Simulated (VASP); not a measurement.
# Ag (P6_3/mmc) in VASP: further runs

The runs below take Ag through single point, with PBE.

Program: VASP 6.6.1. These are calculated values, not measurements. Logs are shortened: lines on timing, memory, paths and dates and some standing lists are left out, and cuts for length are marked.

**1. The cell of the first run**

Symmetry: P6_3/mmc, No. 194, hexagonal system. Conventional cell: a = 2.964 Å, b = 2.964 Å, c = 4.769 Å, α = 90.00°, β = 90.00°, γ = 120.00°. Ag (site symmetry -6m2) has 12 Ag at 2.94 to 2.96 Å within 3.9 Å.

**2. Single point, PBE (biaxial strain in the a-b plane: +1.0 %)**

The input, INCAR:

```
ALGO = Fast
EDIFF = 1E-6
ENCUT = 520
GGA = PE
ISIF = 2
ISMEAR = 0
LASPH = True
LCHARG = False
LREAL = False
LWAVE = False
NBANDS = 18
NELM = 80
PREC = Accurate
SIGMA = 0.1
```

The input, KPOINTS:

```
k-points
0
Gamma
  24 24 12
```

The input, POSCAR:

```
Ag
1.0
    2.9639392680      0.0000000000      0.0000000000
   -1.4819696340      2.5668467014      0.0000000000
    0.0000000000      0.0000000000      4.7691205863
Ag
2
Direct
    0.3333333333      0.6666666667      0.2500000000
    0.6666666667      0.3333333333      0.7500000000
```

Potentials or basis: VASP PAW PBE potentials, release 64 (Ag).

The run is started by

```sh
$ cat potpaw_PBE.64/Ag/POTCAR > POTCAR
$ mpirun -np 1 vasp_std > vasp.out
```

OUTCAR:

```text
EDIFF = 1E-6
   ENCUT = 520
   GGA = PE
   ISIF = 2
   ISMEAR = 0
   LASPH = True
   LREAL = False
   NELM = 80
   PREC = Accurate

 ion  position               nearest neighbor table
   1  0.333  0.667  0.250-   2 2.94   2 2.94   2 2.94   2 2.94   2 2.94   2 2.94
   2  0.667  0.333  0.750-   1 2.94   1 2.94   1 2.94   1 2.94   1 2.94   1 2.94

  LATTYP: Found a hexagonal cell.
 ALAT       =     2.9639392680
 C/A-ratio  =     1.6090480118

  Lattice vectors:

 A1 = (   2.9639392680,   0.0000000000,   0.0000000000)
 A2 = (  -1.4819696340,   2.5668467014,   0.0000000000)
 A3 = (   0.0000000000,   0.0000000000,   4.7691205863)

Analysis of symmetry for initial positions (statically):
=====================================================================
 Subroutine PRICEL returns:
 Original cell was already a primitive cell.

 Routine SETGRP: Setting up the symmetry group for a
 hexagonal supercell.

 Subroutine GETGRP returns: Found 24 space group operations
 (whereof 12 operations were pure point group operations)
 out of a pool of 24 trial point group operations.

The static configuration has the point symmetry D_3d.
 The point group associated with its full space group is D_6h.

Analysis of symmetry for dynamics (positions and initial velocities):
=====================================================================
 Subroutine PRICEL returns:
 Original cell was already a primitive cell.

 Routine SETGRP: Setting up the symmetry group for a
 hexagonal supercell.

 Subroutine GETGRP returns: Found 24 space group operations
 (whereof 12 operations were pure point group operations)
 out of a pool of 24 trial point group operations.

The dynamic configuration has the point symmetry D_3d.
 The point group associated with its full space group is D_6h.

 Subroutine INISYM returns: Found 24 space group operations
 (whereof 12 operations are pure point group operations),
 and found     1 'primitive' translations

----------------------------------------------------------------------------------------

                                     Primitive cell

  volume of cell :      36.2834

  direct lattice vectors                    reciprocal lattice vectors
     2.963939268  0.000000000  0.000000000     0.337388829  0.194791531  0.000000000
[... 78 lines left out ...]
   ISTART =      0    job   : 0-new  1-cont  2-samecut
   ICHARG =      2    charge: 1-file 2-atom 10-const
   ISPIN  =      1    spin polarized calculation?
   LNONCOLLINEAR =      F non collinear calculations
   LSORBIT =      F    spin-orbit coupling
   LASPH  =      T    aspherical Exc in radial PAW
   ENCUT  =  520.0 eV  38.22 Ry    6.18 a.u.   5.51  5.51  8.87*2*pi/ulx,y,z
   NELM   =     80;   NELMIN=  2; NELMDL= -5     # of ELM steps
   EDIFF  = 0.1E-05   stopping-criterion for ELM
   LREAL  =      F    real-space projection
   EDIFFG = 0.1E-04   stopping-criterion for IOM
   NSW    =      0    number of steps for IOM
   IBRION =     -1    ionic relax: 0-MD 1-quasi-New 2-CG
   NFREE  =      0    steps in history (QN), initial steepest desc. (CG)
   ISIF   =      2    stress and relaxation
   ISYM   =      2    0-nonsym 1-usesym 2-fastsym
   POTIM  = 0.5000    time-step for ionic-motion
   TEBEG  =    0.0;   TEEND  =   0.0 temperature during run
   PSTRESS=    0.0 pullay stress
   NELECT =      22.0000    total number of electrons
   NUPDOWN=      -1.0000    fix difference up-down
   EMIN   =  10.00;   EMAX   =-10.00  energy-range for DOS
   EFERMI =   0.00;   METHOD = LEGACY
   ISMEAR =     0;   SIGMA  =   0.10  broadening in eV -4-tet -1-fermi 0-gaus
   EFERMI_NEDOS =   21; number of points for ismear=-14 and -15
   IALGO  =     68    algorithm
   IMIX   =      4    mixing-type and parameters
     AMIX     =   0.40;   BMIX     =  1.00
     AMIX_MAG =   1.60;   BMIX_MAG =  1.00
  volume/ion in A,a.u.               =      18.14       122.43
  Fermi-wavevector in a.u.,A,eV,Ry     =   1.385628  2.618457 26.122696  1.919964
  Thomas-Fermi vector in A             =   2.510020
   LORBIT       =      0    0 simple, 1 ext, 2 COOP (PROOUT), +10 PAW based schemes
   GGA     = PE    functional components
   LHFCALC =     F    Hartree Fock is set to
   AEXX    =    0.0000 exact exchange contribution
   IVDW    =     0    specifies the selected vdW correction
   LEPSILON=     F    determine dielectric tensor
   LRPA    =     F    only Hartree local field effects (RPA)
 non-spin polarized calculation
 RMM-DIIS sequential band-by-band and
 Gauss-broadening in eV      SIGMA  =   0.10
  energy-cutoff  :      520.00
  volume of cell :       36.28
 maximum number of plane-waves:      1002
 NGX is ok and might be reduce to    24
   NGX = 11   NGY = 11   NGZ = 17

 number of electron      22.0000003 magnetization

 Free energy of the ion-electron system (eV)
  ---------------------------------------------------
  ext. energy  EPLUGINS =         0.00000000
  ---------------------------------------------------
  free energy    TOTEN  =        -5.42500558 eV

  energy without entropy =       -5.42237447  energy(sigma->0) =       -5.42369003

 E-fermi :   7.6545     XC(G=0): -11.8421

 val. band max:        7.6529717530   @ k =   0.1667   0.0000   0.1667
 cond. band min:       7.6791800493   @ k =   0.5000   0.0000   0.0000
 fundamental gap:      0.0262082963
 Fermi energy:         7.6544592802

 k-point     1 :       0.0000    0.0000    0.0000
  band No.  band energies     occupation
      1       0.2739      2.00000
      2       1.5829      2.00000
      3       3.0588      2.00000
      4       3.0887      2.00000
      5       3.0887      2.00000
      6       3.3128      2.00000
[... 481 lines left out ...]
      5       3.3375      2.00000
      6       3.5087      2.00000
[... 10 lines left out ...]
     17      17.7659      0.00000
     18      23.0237      0.00000

 [... further k-points ...]
[... 5 lines left out ...]
  --------------------------------------------------------------------------------------
  -------------------------------------------------------------------------------------
  Total       -0.4276636     -0.4276636     -0.0212717      0.0000000      0.0000000      0.0000000
  in kB      -18.8844937    -18.8844937     -0.9393013      0.0000000      0.0000000      0.0000000
  external PRESSURE =     -12.9027629 kB  Pullay stress =       0.0000000 kB

 VOLUME and BASIS-vectors are now :
 -----------------------------------------------------------------------------
  energy-cutoff  :      520.00
  volume of cell :       36.28
      direct lattice vectors                 reciprocal lattice vectors
     2.963939268  0.000000000  0.000000000     0.337388829  0.194791531  0.000000000
    -1.481969634  2.566846701  0.000000000     0.000000000  0.389583063  0.000000000
     0.000000000  0.000000000  4.769120586     0.000000000  0.000000000  0.209682264

 POSITION                                       TOTAL-FORCE (eV/Angst)
 -----------------------------------------------------------------------------------
     -0.00000      1.71123      1.19228        -0.000000      0.000000      0.000000
      1.48197      0.85562      3.57684         0.000000     -0.000000      0.000000
 -----------------------------------------------------------------------------------
    total drift:                               -0.000000      0.000000     -0.000000

  FREE ENERGIE OF THE ION-ELECTRON SYSTEM (eV)
  ---------------------------------------------------
  free  energy   TOTEN  =        -5.4250055843 eV

  energy  without entropy=       -5.4223744733  energy(sigma->0) =       -5.42369003
```

OSZICAR:

```text
N       E                     dE             d eps       ncg     rms          rms(c)
DAV:   1     0.125003038720E+03    0.12500E+03   -0.11738E+04 15380   0.121E+03
DAV:   2    -0.384054426263E+01   -0.12884E+03   -0.12221E+03 15880   0.265E+02
DAV:   3    -0.588477188702E+01   -0.20442E+01   -0.20380E+01 17942   0.377E+01
DAV:   4    -0.589086278158E+01   -0.60909E-02   -0.60904E-02 16916   0.203E+00
DAV:   5    -0.589091402705E+01   -0.51245E-04   -0.51246E-04 16948   0.199E-01    0.629E+00
RMM:   6    -0.544066255597E+01    0.45025E+00   -0.10941E+00 15393   0.848E+00    0.413E+00
RMM:   7    -0.542952428443E+01    0.11138E-01   -0.20184E-02 16074   0.140E+00    0.245E+00
RMM:   8    -0.542504342407E+01    0.44809E-02   -0.15815E-03 16041   0.350E-01    0.231E-01
RMM:   9    -0.542499733897E+01    0.46085E-04   -0.32726E-04 16801   0.146E-01    0.809E-02
RMM:  10    -0.542500327672E+01   -0.59377E-05   -0.38819E-05 16761   0.482E-02    0.341E-02
RMM:  11    -0.542500551377E+01   -0.22370E-05   -0.10069E-05 14885   0.205E-02    0.994E-03
RMM:  12    -0.542500558428E+01   -0.70517E-07   -0.82158E-07 11891   0.656E-03
   1 F= -.54250056E+01 E0= -.54236900E+01  d E =-.263111E-02
```

stdout:

```text
POSCAR found type information on POSCAR Ag
 POSCAR found :  1 types and       2 ions
 scaLAPACK will be used
 LDA part: xc-table for (Slater+PW92), standard interpolation
 POSCAR, INCAR and KPOINTS ok, starting setup
 FFT: planning ... GRIDC
 FFT: planning ... GRID_SOFT
 FFT: planning ... GRID
 WAVECAR not read
 entering main loop
```

Wall time 2.1 min (1 thread of Intel Xeon Platinum 8488C (Sapphire Rapids), shared host); peak memory 0.33 GiB.

What came out:

```
Free energy            : -5.4250 eV
Pressure               : -1.3 GPa
Band gap on the k mesh : zero (band 11 reaches 11.47 eV, above the bottom of band 12 at 4.24 eV)
```

Levels at points of the mesh, in eV from the Fermi level:
| k point | band 7 | band 8 | band 9 | band 10 | band 11 | band 12 | band 13 | band 14 | band 15 | band 16 |
| --- | --- | --- | --- | --- | --- | --- | --- | --- | --- | --- |
| (0.00, 0.00, 0.00) | -4.34 | -4.09 | -4.09 | -3.13 | -3.13 | -0.18 | 3.40 | 15.30 | 17.26 | 17.26 |
| (0.50, 0.00, 0.00) | -3.75 | -3.05 | -2.94 | -2.91 | 0.02 | 1.28 | 6.65 | 6.90 | 8.89 | 10.02 |
| (0.00, 0.00, 0.50) | -4.35 | -4.35 | -3.41 | -3.41 | -3.41 | -3.41 | 10.94 | 10.94 | 15.64 | 15.64 |
| (0.50, 0.00, 0.50) | -3.16 | -3.16 | -2.96 | -2.96 | 0.76 | 0.76 | 4.15 | 4.15 | 12.96 | 12.96 |

Caveat: the cell differs from its parent crystal (biaxial strain in the a-b plane: +1.0 %).

**3. Single point, PBE (biaxial strain in the a-b plane: +2.0 %, then relaxed in part)**

The input, INCAR:

```
  PREC = Accurate
  ENCUT = 520
  EDIFF = 1E-7
  ISMEAR = 0
  SIGMA = 0.1
  LREAL = F
  LASPH = T
  NELM = 100
  ALGO = Fast
  ISIF = 2
  LWAVE = F
  LCHARG = T
  GGA = PE
  LELF = T
  LVHAR = T
  NBANDS = 18
```

The input, KPOINTS:

```
regular mesh
0
Gamma
  24 24 12
```

The input, POSCAR:

```
Ag
1.0
    2.9932852014      0.0000000000      0.0000000000
   -1.4966426007      2.5922610252      0.0000000000
    0.0000000000      0.0000000000      4.7296677938
Ag
2
Direct
    0.3333333333      0.6666666667      0.2500000000
    0.6666666667      0.3333333333      0.7500000000
```

Potentials or basis: VASP PAW PBE potentials, release 64 (Ag).

The run is started by

```sh
$ cat potpaw_PBE.64/Ag/POTCAR > POTCAR
$ mpirun -np 1 vasp_std > vasp.out
```

OUTCAR:

```text
PREC = Accurate
   ENCUT = 520
   EDIFF = 1E-7
   ISMEAR = 0
   LREAL = F
   LASPH = T
   NELM = 100
   ISIF = 2
   GGA = PE

 ion  position               nearest neighbor table
   1  0.333  0.667  0.250-   2 2.93   2 2.93   2 2.93   2 2.93   2 2.93   2 2.93
   2  0.667  0.333  0.750-   1 2.93   1 2.93   1 2.93   1 2.93   1 2.93   1 2.93

  LATTYP: Found a hexagonal cell.
 ALAT       =     2.9932852014
 C/A-ratio  =     1.5800925991

  Lattice vectors:

[... 193 lines left out ...]
      3       2.9806      2.00000
      4       2.9806      2.00000
      5       3.0184      2.00000
      6       3.2144      2.00000
[... 481 lines left out ...]
      5       3.2598      2.00000
      6       3.4246      2.00000
[... 10 lines left out ...]
     17      17.6332      0.00000
     18      22.7904      0.00000

 [... further k-points ...]
[... 5 lines left out ...]
  --------------------------------------------------------------------------------------
  -------------------------------------------------------------------------------------
  Total       -0.7423772     -0.7423772     -0.0419125      0.0000000      0.0000000      0.0000000
  in kB      -32.4099035    -32.4099035     -1.8297726      0.0000000      0.0000000      0.0000000
  external PRESSURE =     -22.2165265 kB  Pullay stress =       0.0000000 kB

 VOLUME and BASIS-vectors are now :
 -----------------------------------------------------------------------------
  energy-cutoff  :      520.00
  volume of cell :       36.70
      direct lattice vectors                 reciprocal lattice vectors
     2.993285201  0.000000000  0.000000000     0.334081096  0.192881811  0.000000000
    -1.496642601  2.592261025  0.000000000     0.000000000  0.385763621  0.000000000
     0.000000000  0.000000000  4.729667794     0.000000000  0.000000000  0.211431340

 POSITION                                       TOTAL-FORCE (eV/Angst)
 -----------------------------------------------------------------------------------
     -0.00000      1.72817      1.18242        -0.000000      0.000000      0.000000
      1.49664      0.86409      3.54725         0.000000     -0.000000      0.000000
 -----------------------------------------------------------------------------------
    total drift:                               -0.000000      0.000000     -0.000000

  FREE ENERGIE OF THE ION-ELECTRON SYSTEM (eV)
  ---------------------------------------------------
  free  energy   TOTEN  =        -5.4137780481 eV

  energy  without entropy=       -5.4109337162  energy(sigma->0) =       -5.41235588
```

stdout:

```text
POSCAR found type information on POSCAR Ag
 POSCAR found :  1 types and       2 ions
 scaLAPACK will be used
 LDA part: xc-table for (Slater+PW92), standard interpolation
 POSCAR, INCAR and KPOINTS ok, starting setup
 FFT: planning ... GRIDC
 FFT: planning ... GRID_SOFT
 FFT: planning ... GRID
 WAVECAR not read
 entering main loop
```

Run time: 2.6 min. Hardware: 1 thread of Intel Xeon Platinum 8488C (Sapphire Rapids), shared host; peak memory 0.34 GiB.

What came out:

```
Free energy            : -5.4138 eV
Pressure               : -2.2 GPa
Band gap on the k mesh : zero (band 11 reaches 11.22 eV, above the bottom of band 12 at 4.11 eV)
```

Stress tensor (GPa, compression positive):
```
-3.24  0.00  0.00
 0.00 -3.24  0.00
 0.00  0.00 -0.18
```

Caveat: the cell differs from its parent crystal (biaxial strain in the a-b plane: +2.0 %, then relaxed in part).

[end of part 1 of 3]
